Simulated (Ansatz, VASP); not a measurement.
**SiC: VASP beside Ansatz**

INCAR

```
  ALGO = Normal
  EDIFF = 1E-6
  ENCUT = 520
  GGA = PS
  ISIF = 2
  ISMEAR = 0
  LASPH = T
  LCHARG = F
  LREAL = F
  LWAVE = F
  NBANDS = 16
  NELM = 100
  PREC = Accurate
  SIGMA = 0.01
```

The input KPOINTS:

```
k-points
0
Gamma
  12 12 4
```

File POSCAR:

```
SiC
1.0
    3.0553550827      0.0000000000      0.0000000000
   -1.5276775413      2.6460151171      0.0000000000
    0.0000000000      0.0000000000      5.0141197845
Si C
2 2
Direct
    0.3333333333      0.6666666667      0.0000000000
    0.6666666667      0.3333333333      0.5000000000
    0.3333333333      0.6666666667      0.3850000000
    0.6666666667      0.3333333333      0.8850000000
```

Input for Ansatz:

```yaml
crystal:
  lattice:
    - [3.0553550826546307, 0.0, 0.0]
    - [-1.5276775413273154, 2.646015117133578, 0.0]
    - [0.0, 0.0, 5.014119784538549]
  atoms:
    - { symbol: Si, position: [0.3333333333333333, 0.6666666666666666, 0.0] }
    - { symbol: Si, position: [0.6666666666666666, 0.3333333333333333, 0.5] }
    - { symbol: C, position: [0.3333333333333333, 0.6666666666666666, 0.385] }
    - { symbol: C, position: [0.6666666666666666, 0.3333333333333333, 0.885] }
basis:
  ecutwfc: 462.593566181796
kpoints:
  mp_grid:
    grid: [12, 12, 4]
hamiltonian:
  xc: pbesol
scf:
  convergence:
    dr2_threshold: 1.0e-10
  occupations:
    method: fixed
output:
  stress: true
```

Alike in both runs: task single point; functional PBEsol; k mesh 12 × 12 × 4; no spin polarisation.

|  | VASP | Ansatz |
| --- | --- | --- |
| version | VASP 6.6.1 | Ansatz 0.2.0 |
| potentials or method | VASP PAW PBE potentials, release 64 (Si, C), cutoff 520 eV | plane waves, PAW |
| occupations | gaussian, width 0.01 eV | fixed |
| valence electrons in the cell | 16 | 16 |

|  | VASP | Ansatz | Ansatz less VASP |
| --- | --- | --- | --- |
| pressure (GPa) | 5.3 | 5.0 | -0.36 |
| traceless stress, the component that is largest in VASP (GPa) | -3.89 | -3.84 | +0.046 |

VASP's potentials were made for PBE, not for PBEsol.
